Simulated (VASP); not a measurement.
# MnSb4 (P4/mmm) in VASP: single point with PBE

Aim: the single point of MnSb4 with PBE.

Program: VASP 6.6.1. These are calculated values, not measurements. Logs are shortened: lines on timing, memory, paths and dates and some standing lists are left out, and cuts for length are marked.

## Step 1: The cell of the first run

Symmetry: P4/mmm, No. 123, tetragonal system. The conventional cell has a = 3.080 Å, b = 3.080 Å, c = 14.994 Å, α = 90.00°, β = 90.00°, γ = 90.00°. Sb (site symmetry 4mm) has 1 Mn at 2.70 Å and 5 Sb at 3.08 to 3.29 Å within 3.6 Å. Sb (site symmetry 4mm) has 6 Sb at 3.02 to 3.29 Å within 4.0 Å. Mn (site symmetry 4/mmm) has 2 Sb at 2.70 Å and 4 Mn at 3.08 Å within 3.6 Å.

## Step 2: Single point, PBE

INCAR

```
  PREC = Accurate
  ENCUT = 520
  EDIFF = 1E-6
  ISMEAR = -1
  SIGMA = 0.05
  LREAL = False
  LASPH = True
  NELM = 60
  ALGO = Normal
  ISIF = 2
  LWAVE = False
  LCHARG = False
  GGA = PE
  NBANDS = 24
```

KPOINTS

```
Automatic mesh
0
Gamma
  9 9 2
```

POSCAR

```
MnSb4
1.0
    3.0805000000      0.0000000000      0.0000000000
    0.0000000000      3.0805000000      0.0000000000
    0.0000000000      0.0000000000     14.9942030000
Sb Mn
4 1
Direct
    0.0000000000      0.0000000000      0.8196820000
    0.0000000000      0.0000000000      0.6005510000
    0.0000000000      0.0000000000      0.3994490000
    0.0000000000      0.0000000000      0.1803180000
    0.0000000000      0.0000000000      0.0000000000
```

Potentials or basis: VASP PAW PBE potentials, release 64 (Sb, Mn_pv).

Run with:

```console
$ cat potpaw_PBE.64/Sb/POTCAR potpaw_PBE.64/Mn_pv/POTCAR > POTCAR
$ mpirun -np 1 vasp_std > vasp.out
```

OUTCAR:

```text
PREC = Accurate
   ENCUT = 520
   EDIFF = 1E-6
   ISMEAR = -1
   LREAL = False
   LASPH = True
   NELM = 60
   ISIF = 2
   GGA = PE

 ion  position               nearest neighbor table
   1  0.000  0.000  0.820-   5 2.70   2 3.29
   2  0.000  0.000  0.601-   3 3.02   1 3.29
   3  0.000  0.000  0.399-   2 3.02   4 3.29
   4  0.000  0.000  0.180-   5 2.70   3 3.29
   5  0.000  0.000  0.000-   1 2.70   4 2.70

  LATTYP: Found a simple tetragonal cell.
 ALAT       =     3.0805000000
 C/A-ratio  =     4.8674575556

  Lattice vectors:

 A1 = (   3.0805000000,   0.0000000000,   0.0000000000)
 A2 = (   0.0000000000,   3.0805000000,   0.0000000000)
 A3 = (   0.0000000000,   0.0000000000,  14.9942030000)

Analysis of symmetry for initial positions (statically):
=====================================================================
 Subroutine PRICEL returns:
 Original cell was already a primitive cell.

 Routine SETGRP: Setting up the symmetry group for a
 simple tetragonal supercell.

 Subroutine GETGRP returns: Found 16 space group operations
 (whereof 16 operations were pure point group operations)
 out of a pool of 16 trial point group operations.

The static configuration has the point symmetry D_4h.

Analysis of symmetry for dynamics (positions and initial velocities):
=====================================================================
 Subroutine PRICEL returns:
 Original cell was already a primitive cell.

 Routine SETGRP: Setting up the symmetry group for a
 simple tetragonal supercell.

 Subroutine GETGRP returns: Found 16 space group operations
 (whereof 16 operations were pure point group operations)
 out of a pool of 16 trial point group operations.

The dynamic configuration has the point symmetry D_4h.

 Subroutine INISYM returns: Found 16 space group operations
 (whereof 16 operations are pure point group operations),
 and found     1 'primitive' translations

----------------------------------------------------------------------------------------

                                     Primitive cell

  volume of cell :     142.2872

  direct lattice vectors                    reciprocal lattice vectors
     3.080500000  0.000000000  0.000000000     0.324622626  0.000000000  0.000000000
     0.000000000  3.080500000  0.000000000     0.000000000  0.324622626  0.000000000
     0.000000000  0.000000000 14.994203000     0.000000000  0.000000000  0.066692441

  length of vectors
     3.080500000  3.080500000 14.994203000     0.324622626  0.324622626  0.066692441

  position of ions in fractional coordinates (direct lattice)
     0.000000000  0.000000000  0.819682000
     0.000000000  0.000000000  0.600551000
     0.000000000  0.000000000  0.399449000
     0.000000000  0.000000000  0.180318000
     0.000000000  0.000000000  0.000000000

  ion indices of the primitive-cell ions
   primitive index   ion index
                 1           1
                 2           2
                 3           3
                 4           4
                 5           5

----------------------------------------------------------------------------------------

 KPOINTS: Automatic mesh

Automatic generation of k-mesh.
 Grid dimensions read from file:
 generate k-points for:    9    9    2

 Generating k-lattice:

  Cartesian coordinates                     Fractional coordinates (reciprocal lattice)
     0.036069181  0.000000000  0.000000000     0.111111111  0.000000000  0.000000000
     0.000000000  0.036069181  0.000000000     0.000000000  0.111111111  0.000000000
     0.000000000  0.000000000  0.033346221     0.000000000  0.000000000  0.500000000

  Length of vectors
     0.036069181  0.036069181  0.033346221

  Shift w.r.t. Gamma in fractional coordinates (k-lattice)
     0.000000000  0.000000000  0.000000000

 Subroutine IBZKPT returns following result:
 ===========================================

 Found     30 irreducible k-points:

 Following reciprocal coordinates:
            Coordinates               Weight
  0.000000  0.000000  0.000000      1.000000
  0.111111  0.000000  0.000000      4.000000
  0.222222  0.000000  0.000000      4.000000
  0.333333  0.000000  0.000000      4.000000
  0.444444  0.000000  0.000000      4.000000
  0.111111  0.111111  0.000000      4.000000
[... 16 lines left out ...]
  0.333333  0.111111  0.500000      8.000000
  0.444444  0.111111  0.500000      8.000000
 [... further k-points ...]
   k-points           NKPTS =     30   k-points in BZ     NKDIM =     30   number of bands    NBANDS=     24
   number of dos      NEDOS =    301   number of ions     NIONS =      5
   total plane-waves  NPLWV =  64512
   dimension x,y,z NGX =    24 NGY =   24 NGZ =  112
   dimension x,y,z NGXF=    48 NGYF=   48 NGZF=  224
   ions per type =               4   1
   NGX,Y,Z   is equivalent  to a cutoff of  12.95, 12.95, 12.42 a.u.
   NGXF,Y,Z  is equivalent  to a cutoff of  25.90, 25.90, 24.84 a.u.
 SYSTEM =  unknown system
   PREC   = accura    normal or accurate (medium, high low for compatibility)
   ISTART =      0    job   : 0-new  1-cont  2-samecut
   ICHARG =      2    charge: 1-file 2-atom 10-const
   ISPIN  =      1    spin polarized calculation?
   LNONCOLLINEAR =      F non collinear calculations
   LSORBIT =      F    spin-orbit coupling
   LASPH  =      T    aspherical Exc in radial PAW
   ENCUT  =  520.0 eV  38.22 Ry    6.18 a.u.   5.73  5.73 27.88*2*pi/ulx,y,z
   NELM   =     60;   NELMIN=  2; NELMDL= -5     # of ELM steps
   EDIFF  = 0.1E-05   stopping-criterion for ELM
   LREAL  =      F    real-space projection
   EDIFFG = 0.1E-04   stopping-criterion for IOM
   NSW    =      0    number of steps for IOM
   IBRION =     -1    ionic relax: 0-MD 1-quasi-New 2-CG
   NFREE  =      0    steps in history (QN), initial steepest desc. (CG)
   ISIF   =      2    stress and relaxation
   ISYM   =      2    0-nonsym 1-usesym 2-fastsym
   POTIM  = 0.5000    time-step for ionic-motion
   TEBEG  =    0.0;   TEEND  =   0.0 temperature during run
   PSTRESS=    0.0 pullay stress
   NELECT =      33.0000    total number of electrons
   NUPDOWN=      -1.0000    fix difference up-down
   EMIN   =  10.00;   EMAX   =-10.00  energy-range for DOS
   EFERMI =   0.00;   METHOD = LEGACY
   ISMEAR =    -1;   SIGMA  =   0.05  broadening in eV -4-tet -1-fermi 0-gaus
   EFERMI_NEDOS =   21; number of points for ismear=-14 and -15
   IALGO  =     38    algorithm
   IMIX   =      4    mixing-type and parameters
     AMIX     =   0.40;   BMIX     =  1.00
     AMIX_MAG =   1.60;   BMIX_MAG =  1.00
  volume/ion in A,a.u.               =      28.46       192.04
  Fermi-wavevector in a.u.,A,eV,Ry     =   1.005829  1.900741 13.764908  1.011692
  Thomas-Fermi vector in A             =   2.138533
   LORBIT       =      0    0 simple, 1 ext, 2 COOP (PROOUT), +10 PAW based schemes
   GGA     = PE    functional components
   LHFCALC =     F    Hartree Fock is set to
   AEXX    =    0.0000 exact exchange contribution
   IVDW    =     0    specifies the selected vdW correction
   LEPSILON=     F    determine dielectric tensor
   LRPA    =     F    only Hartree local field effects (RPA)
 non-spin polarized calculation
  energy-cutoff  :      520.00
  volume of cell :      142.29
 maximum number of plane-waves:      3866
 NGX is ok and might be reduce to    24
   NGX = 11   NGY = 11   NGZ = 55

 number of electron      32.9999998 magnetization

 Free energy of the ion-electron system (eV)
  ---------------------------------------------------
  ext. energy  EPLUGINS =         0.00000000
  ---------------------------------------------------
  free energy    TOTEN  =       -22.22387536 eV

  energy without entropy =      -22.14693632  energy(sigma->0) =      -22.18540584

 E-fermi :   6.4220     XC(G=0):  -9.6551

 val. band max:        6.4204411056   @ k =   0.3333   0.2222   0.0000
 cond. band min:       6.4250220195   @ k =   0.3333   0.1111   0.5000
 fundamental gap:      0.0045809139
 Fermi energy:         6.4220380413

 k-point     1 :       0.0000    0.0000    0.0000
  band No.  band energies     occupation
      1     -41.1868      2.00000
      2     -41.1868      2.00000
      3     -41.1204      2.00000
      4      -5.8826      2.00000
      5      -5.1598      2.00000
      6      -4.8445      2.00000
[... 16 lines left out ...]
     23      10.9028      0.00000
     24      11.5579      0.00000

 k-point     2 :       0.1111    0.0000    0.0000
  band No.  band energies     occupation
      1     -41.1914      2.00000
      2     -41.1864      2.00000
      3     -41.1200      2.00000
      4      -5.7001      2.00000
      5      -4.9766      2.00000
      6      -4.6616      2.00000
[... 16 lines left out ...]
     23      10.8883      0.00000
     24      11.0880      0.00000

 k-point     3 :       0.2222    0.0000    0.0000
  band No.  band energies     occupation
      1     -41.2029      2.00000
      2     -41.1856      2.00000
      3     -41.1190      2.00000
      4      -5.1659      2.00000
      5      -4.4393      2.00000
      6      -4.1254      2.00000
[... 16 lines left out ...]
     23      11.3954      0.00000
     24      11.6062      0.00000

 k-point     4 :       0.3333    0.0000    0.0000
  band No.  band energies     occupation
      1     -41.2160      2.00000
      2     -41.1846      2.00000
      3     -41.1178      2.00000
      4      -4.3478      2.00000
      5      -3.6111      2.00000
      6      -3.3005      2.00000
[... 16 lines left out ...]
     23      11.3658      0.00000
     24      12.0995      0.00000

 k-point     5 :       0.4444    0.0000    0.0000
  band No.  band energies     occupation
      1     -41.2246      2.00000
      2     -41.1839      2.00000
      3     -41.1170      2.00000
      4      -3.5330      2.00000
      5      -2.7733      2.00000
      6      -2.4701      2.00000
[... 451 lines left out ...]
 k-point    22 :       0.2222    0.1111    0.5000
  band No.  band energies     occupation
      1     -41.2025      2.00000
      2     -41.1901      2.00000
      3     -41.1186      2.00000
      4      -4.9767      2.00000
      5      -4.3175      2.00000
      6      -3.8473      2.00000
[... 16 lines left out ...]
     23       9.9766      0.00000
     24      10.4383      0.00000

 k-point    23 :       0.3333    0.1111    0.5000
  band No.  band energies     occupation
      1     -41.2156      2.00000
      2     -41.1891      2.00000
      3     -41.1174      2.00000
      4      -4.1577      2.00000
      5      -3.4920      2.00000
      6      -3.0165      2.00000
[... 16 lines left out ...]
     23      10.4161      0.00000
     24      10.6632      0.00000

 k-point    24 :       0.4444    0.1111    0.5000
  band No.  band energies     occupation
      1     -41.2242      2.00000
      2     -41.1884      2.00000
      3     -41.1166      2.00000
      4      -3.3408      2.00000
      5      -2.6611      2.00000
      6      -2.1709      2.00000
[... 16 lines left out ...]
     23      10.1985      0.00000
     24      10.8847      0.00000

 [... further k-points ...]
[... 5 lines left out ...]
  --------------------------------------------------------------------------------------
  -------------------------------------------------------------------------------------
  Total       -2.6254291     -2.6254291     -4.4317532      0.0000000     -0.0000000      0.0000000
  in kB      -29.5627658    -29.5627658    -49.9022741      0.0000000     -0.0000000      0.0000000
  external PRESSURE =     -36.3426019 kB  Pullay stress =       0.0000000 kB

 VOLUME and BASIS-vectors are now :
 -----------------------------------------------------------------------------
  energy-cutoff  :      520.00
  volume of cell :      142.29
      direct lattice vectors                 reciprocal lattice vectors
     3.080500000  0.000000000  0.000000000     0.324622626  0.000000000  0.000000000
     0.000000000  3.080500000  0.000000000     0.000000000  0.324622626  0.000000000
     0.000000000  0.000000000 14.994203000     0.000000000  0.000000000  0.066692441

 POSITION                                       TOTAL-FORCE (eV/Angst)
 -----------------------------------------------------------------------------------
      0.00000      0.00000     12.29048         0.000000      0.000000      0.541863
      0.00000      0.00000      9.00478        -0.000000      0.000000      0.003078
      0.00000      0.00000      5.98942        -0.000000     -0.000000     -0.003078
      0.00000      0.00000      2.70372         0.000000      0.000000     -0.541863
      0.00000      0.00000      0.00000        -0.000000      0.000000      0.000000
 -----------------------------------------------------------------------------------
    total drift:                                0.000000     -0.000000     -0.000000

  FREE ENERGIE OF THE ION-ELECTRON SYSTEM (eV)
  ---------------------------------------------------
  free  energy   TOTEN  =       -22.2238753553 eV

  energy  without entropy=      -22.1469363217  energy(sigma->0) =      -22.18540584
```

It took 2.7 min on 1 thread of AMD EPYC 7R43 (Zen 3), shared host; peak memory 0.25 GiB.

What came out:

```yaml
Free_energy: -22.2239 eV
Pressure: -3.6 GPa
Largest_force: 0.542 eV/Å
```

Forces on the atoms (eV/Å):
```
Sb   0.000  0.000  0.542
Sb   0.000  0.000  0.003
Sb   0.000  0.000 -0.003
Sb   0.000  0.000 -0.542
Mn   0.000  0.000  0.000
```

Stress tensor (GPa, compression positive):
```
-2.96  0.00  0.00
 0.00 -2.96  0.00
 0.00  0.00 -4.99
```

Levels at points of the mesh, in eV from the Fermi level:
```tsv
k point	band 14	band 15	band 16	band 17	band 18	band 19
(0.00, 0.00, 0.00)	0.08	0.48	0.85	2.45	3.55	3.55
(0.00, 0.00, 0.50)	0.08	0.08	0.48	3.57	3.57	3.60
```

Caveat: spin-orbit coupling is left out, which moves the levels of the heavy elements.
